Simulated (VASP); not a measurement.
# Cd (Pm-3m) in VASP: notebook, part 2 of 2

VASP 6.6.1. Earlier steps stand in the parts before.

### 4 Relaxation of cell and atoms, PBE, target pressure 210 GPa, at which the enthalpy is minimised

Input file INCAR:

```
SYSTEM = Cd
  PREC = Accurate
  ENCUT = 600
  EDIFF = 1E-6
  ISMEAR = -1
  SIGMA = 0.08
  LREAL = .FALSE.
  LASPH = .TRUE.
  NELM = 100
  ALGO = Normal
  ISIF = 3
  LWAVE = .FALSE.
  LCHARG = .FALSE.
  GGA = PE
  IBRION = 2
  NSW = 32
  EDIFFG = -0.005
  PSTRESS = 2100.0
```

Input file KPOINTS:

```
Automatic mesh
0
G
  16 16 16
  0 0 0
```

Input file POSCAR:

```
Cd
1.0
    2.3050878380      0.0000000000      0.0000000000
    0.0000000000      2.3050878380      0.0000000000
    0.0000000000      0.0000000000      2.3050878380
Cd
1
Direct
    0.0000000000      0.0000000000      0.0000000000
```

Potentials or basis: VASP PAW PBE potentials, release 64 (Cd).

The run is started by

```sh
cat potpaw_PBE.64/Cd/POTCAR > POTCAR
mpirun -np 1 vasp_std > vasp.out
```

OUTCAR:

```text
SYSTEM = Cd
   PREC = Accurate
   ENCUT = 600
   EDIFF = 1E-6
   ISMEAR = -1
   LREAL = .FALSE.
   LASPH = .TRUE.
   NELM = 100
   ISIF = 3
   GGA = PE
   IBRION = 2
   NSW = 32
   EDIFFG = -0.005
   PSTRESS = 2100.0

 ion  position               nearest neighbor table
   1  0.000  0.000  0.000-

  LATTYP: Found a simple cubic cell.
 ALAT       =     2.3050878380

  Lattice vectors:

 A1 = (   2.3050878380,   0.0000000000,   0.0000000000)
 A2 = (   0.0000000000,   2.3050878380,   0.0000000000)
 A3 = (   0.0000000000,   0.0000000000,   2.3050878380)

Analysis of symmetry for initial positions (statically):
=====================================================================
 Subroutine PRICEL returns:
 Original cell was already a primitive cell.

 Routine SETGRP: Setting up the symmetry group for a
 simple cubic supercell.

 Subroutine GETGRP returns: Found 48 space group operations
 (whereof 48 operations were pure point group operations)
 out of a pool of 48 trial point group operations.

The static configuration has the point symmetry O_h .

Analysis of symmetry for dynamics (positions and initial velocities):
=====================================================================
 Subroutine PRICEL returns:
 Original cell was already a primitive cell.

 Routine SETGRP: Setting up the symmetry group for a
 simple cubic supercell.

 Subroutine GETGRP returns: Found 48 space group operations
 (whereof 48 operations were pure point group operations)
 out of a pool of 48 trial point group operations.

The dynamic configuration has the point symmetry O_h .

 Subroutine INISYM returns: Found 48 space group operations
 (whereof 48 operations are pure point group operations),
 and found     1 'primitive' translations

----------------------------------------------------------------------------------------

                                     Primitive cell

  volume of cell :      12.2479

  direct lattice vectors                    reciprocal lattice vectors
     2.305087838  0.000000000  0.000000000     0.433822947  0.000000000  0.000000000
     0.000000000  2.305087838  0.000000000     0.000000000  0.433822947  0.000000000
     0.000000000  0.000000000  2.305087838     0.000000000  0.000000000  0.433822947

  length of vectors
     2.305087838  2.305087838  2.305087838     0.433822947  0.433822947  0.433822947

  position of ions in fractional coordinates (direct lattice)
     0.000000000  0.000000000  0.000000000

  ion indices of the primitive-cell ions
   primitive index   ion index
                 1           1

----------------------------------------------------------------------------------------

 KPOINTS: Automatic mesh

Automatic generation of k-mesh.
 Grid dimensions read from file:
 generate k-points for:   16   16   16

 Generating k-lattice:

  Cartesian coordinates                     Fractional coordinates (reciprocal lattice)
     0.027113934  0.000000000  0.000000000     0.062500000  0.000000000  0.000000000
     0.000000000  0.027113934  0.000000000     0.000000000  0.062500000  0.000000000
     0.000000000  0.000000000  0.027113934     0.000000000  0.000000000  0.062500000

[... 41 lines left out ...]
   dimension x,y,z NGX =    18 NGY =   18 NGZ =   18
   dimension x,y,z NGXF=    36 NGYF=   36 NGZF=   36
   ions per type =               1
   NGX,Y,Z   is equivalent  to a cutoff of  12.98, 12.98, 12.98 a.u.
   NGXF,Y,Z  is equivalent  to a cutoff of  25.96, 25.96, 25.96 a.u.
 SYSTEM =  Cd
   PREC   = accura    normal or accurate (medium, high low for compatibility)
   ISTART =      0    job   : 0-new  1-cont  2-samecut
   ICHARG =      2    charge: 1-file 2-atom 10-const
   ISPIN  =      1    spin polarized calculation?
   LNONCOLLINEAR =      F non collinear calculations
   LSORBIT =      F    spin-orbit coupling
   LASPH  =      T    aspherical Exc in radial PAW
   ENCUT  =  600.0 eV  44.10 Ry    6.64 a.u.   4.60  4.60  4.60*2*pi/ulx,y,z
   NELM   =    100;   NELMIN=  2; NELMDL= -5     # of ELM steps
   EDIFF  = 0.1E-05   stopping-criterion for ELM
   LREAL  =      F    real-space projection
   EDIFFG = -.5E-02   stopping-criterion for IOM
   NSW    =     32    number of steps for IOM
   IBRION =      2    ionic relax: 0-MD 1-quasi-New 2-CG
   NFREE  =      1    steps in history (QN), initial steepest desc. (CG)
   ISIF   =      3    stress and relaxation
   ISYM   =      2    0-nonsym 1-usesym 2-fastsym
   POTIM  = 0.5000    time-step for ionic-motion
   TEBEG  =    0.0;   TEEND  =   0.0 temperature during run
   PSTRESS= 2100.0 pullay stress
   NELECT =      12.0000    total number of electrons
   NUPDOWN=      -1.0000    fix difference up-down
   EMIN   =  10.00;   EMAX   =-10.00  energy-range for DOS
   EFERMI =   0.00;   METHOD = LEGACY
   ISMEAR =    -1;   SIGMA  =   0.08  broadening in eV -4-tet -1-fermi 0-gaus
   EFERMI_NEDOS =   21; number of points for ismear=-14 and -15
   IALGO  =     38    algorithm
   IMIX   =      4    mixing-type and parameters
     AMIX     =   0.40;   BMIX     =  1.00
     AMIX_MAG =   1.60;   BMIX_MAG =  1.00
  volume/ion in A,a.u.               =      12.25        82.65
  Fermi-wavevector in a.u.,A,eV,Ry     =   1.625977  3.072651 35.971105  2.643802
  Thomas-Fermi vector in A             =   2.719012
   LORBIT       =      0    0 simple, 1 ext, 2 COOP (PROOUT), +10 PAW based schemes
   GGA     = PE    functional components
   LHFCALC =     F    Hartree Fock is set to
   AEXX    =    0.0000 exact exchange contribution
   IVDW    =     0    specifies the selected vdW correction
   LEPSILON=     F    determine dielectric tensor
   LRPA    =     F    only Hartree local field effects (RPA)
 conjugate gradient relaxation of ions
 non-spin polarized calculation
  energy-cutoff  :      600.00
  volume of cell :       12.25
 maximum number of plane-waves:       437
   NGX =  9   NGY =  9   NGZ =  9

--------------------------------------- Ionic step        1  -------------------------------------------

 number of electron      11.9999988 magnetization

 Free energy of the ion-electron system (eV)
  ---------------------------------------------------
  ext. energy  EPLUGINS =         0.00000000
  ---------------------------------------------------
  free energy    TOTEN  =         3.78702392 eV

  energy without entropy =        3.79407183  energy(sigma->0) =        3.79054788

------------------------ aborting loop because EDIFF is reached ----------------------------------------

  FORCE on cell =-STRESS in cart. coord.  units (eV):
  Direction    XX          YY          ZZ          XY          YZ          ZX
  --------------------------------------------------------------------------------------
  -------------------------------------------------------------------------------------
  Total       16.7540481     16.7540481     16.7540481     -0.0000000      0.0000000     -0.0000000
  in kB     2191.6333539   2191.6333539   2191.6333539     -0.0000000      0.0000000     -0.0000000
  external PRESSURE =      91.6333539 kB  Pullay stress =    2100.0000000 kB
[... 98 lines left out ...]
--------------------------------------- Ionic step        4  -------------------------------------------

 number of electron      11.9999991 magnetization

 Free energy of the ion-electron system (eV)
  ---------------------------------------------------
  ext. energy  EPLUGINS =         0.00000000
  ---------------------------------------------------
  free energy    TOTEN  =         3.60931033 eV

  energy without entropy =        3.61629912  energy(sigma->0) =        3.61280472

 E-fermi :   8.9949     XC(G=0): -14.2496

 val. band max:        8.9599300647   @ k =   0.5000   0.4375   0.0000
 cond. band min:       9.0286627390   @ k =   0.4375   0.3750   0.2500
 fundamental gap:      0.0687326743
 Fermi energy:         8.9948742802

 k-point     1 :       0.0000    0.0000    0.0000
  band No.  band energies     occupation
      1      -6.1830      2.00000
      2      -6.1830      2.00000
      3      -5.5225      2.00000
      4      -0.5765      2.00000
      5      -0.5765      2.00000
      6      -0.5765      2.00000
      7      23.5509      0.00000
      8      23.5509      0.00000
      9      23.5509      0.00000
     10      30.0357      0.00000
[... 287 lines left out ...]
 k-point    24 :       0.5000    0.1250    0.0000
  band No.  band energies     occupation
      1      -5.3532      2.00000
      2      -3.9837      2.00000
      3      -3.3016      2.00000
      4      -2.4041      2.00000
      5      -0.6745      2.00000
      6       3.5256      2.00000
      7       7.5245      2.00000
      8      25.1061      0.00000
      9      28.4974      0.00000
     10      29.0028      0.00000

 [... further k-points ...]

------------------------ aborting loop because EDIFF is reached ----------------------------------------

  FORCE on cell =-STRESS in cart. coord.  units (eV):
  Direction    XX          YY          ZZ          XY          YZ          ZX
  --------------------------------------------------------------------------------------
  -------------------------------------------------------------------------------------
  Total       16.2257061     16.2257061     16.2257061      0.0000000      0.0000000     -0.0000000
  in kB     2099.7651561   2099.7651561   2099.7651561      0.0000000      0.0000000     -0.0000000
  external PRESSURE =      -0.2348439 kB  Pullay stress =    2100.0000000 kB
[... 20 lines left out ...]
  energy  without entropy=        3.6162991197  energy(sigma->0) =        3.61280472

  enthalpy is  TOTEN    =        19.8368311820 eV   P V=       16.2275208558

 reached required accuracy - stopping structural energy minimisation
```

CONTCAR:

```text
Cd
   1.00000000000000
     2.3133844988663421    0.0000000000000000   -0.0000000000000000
    -0.0000000000000000    2.3133844988663426   -0.0000000000000000
     0.0000000000000000    0.0000000000000000    2.3133844988663426
  Cd
     1
Direct
     0.0000000000000000    0.0000000000000000    0.0000000000000000

  0.00000000E+00  0.00000000E+00  0.00000000E+00
```

It took 25 s on 1 thread of Intel Xeon 6975P-C, shared host; peak memory 0.14 GiB.

Results:

* Free energy: 3.6093 eV
* Relaxed volume: 12.38 Å³/atom
* Relaxed cell: a = 2.313 Å, b = 2.313 Å, c = 2.313 Å, α = 90.00°, β = 90.00°, γ = 90.00°
* Space group after relaxing (to 0.05 Å): Pm-3m (No. 221)
* Energy change on relaxing (the enthalpy is what falls): -177.7 meV/atom
* Ionic steps: 4
* Pressure after relaxing: 210.0 GPa
* Band gap on the k mesh: zero (band 6 reaches 16.19 eV, above the bottom of band 7 at 7.41 eV)

The path:
```
step  energy change (eV)  largest force (eV/Å)  pressure (GPa)  volume (Å³)
   1              0.0000                0.0000          219.16        12.25
   2             -1.4421                0.0000          146.21        13.53
   3             -0.1863                0.0000          209.56        12.39
   4             -0.1777                0.0000          209.98        12.38
```

Final structure:
```
Cd
1.0
     2.31338    0.00000    0.00000
     0.00000    2.31338    0.00000
     0.00000    0.00000    2.31338
Cd
1
Direct
  0.00000 0.00000 0.00000
```

Levels at points of the mesh, in eV from the Fermi level:
| k point | band 4 | band 5 | band 6 | band 7 | band 8 | band 9 |
| --- | --- | --- | --- | --- | --- | --- |
| (0.00, 0.00, 0.00) | -9.57 | -9.57 | -9.57 | 14.56 | 14.56 | 14.56 |
| (0.50, 0.00, 0.00) | -11.45 | -9.40 | -6.55 | -1.58 | 17.19 | 21.20 |
| (0.50, 0.50, 0.00) | -11.11 | -8.12 | 0.15 | 0.15 | 7.65 | 8.05 |
| (0.50, 0.50, 0.50) | -8.00 | -8.00 | 7.16 | 7.71 | 7.71 | 7.71 |

Caveat: the cell is relaxed towards a set pressure, so the enthalpy falls and the energy may rise.

### 5 Overview

| task | cell | cutoff (eV) | gap on the mesh (eV) | pressure (GPa) |
| --- | --- | --- | --- | --- |
| single point | a = 2.305 Å, 1 atom | 520 | none | 219.4 |
| relaxation of cell and atoms | relaxed to 210 GPa from a = 2.263 Å, 1 atom | 600 | none | 210.0 |
| relaxation of cell and atoms | relaxed to 210 GPa from a = 2.305 Å, 1 atom | 600 | none | 210.0 |

Alike in all rows: level PBE; potentials or basis VASP PAW PBE potentials, release 64 (Cd); no spin polarisation; k mesh 16 × 16 × 16; smearing fermi-dirac 0.08 eV.

Caveats: the cell is relaxed towards a set pressure, so the enthalpy falls and the energy may rise (some runs).

Absolute energies hang on the potentials; compare differences alone.
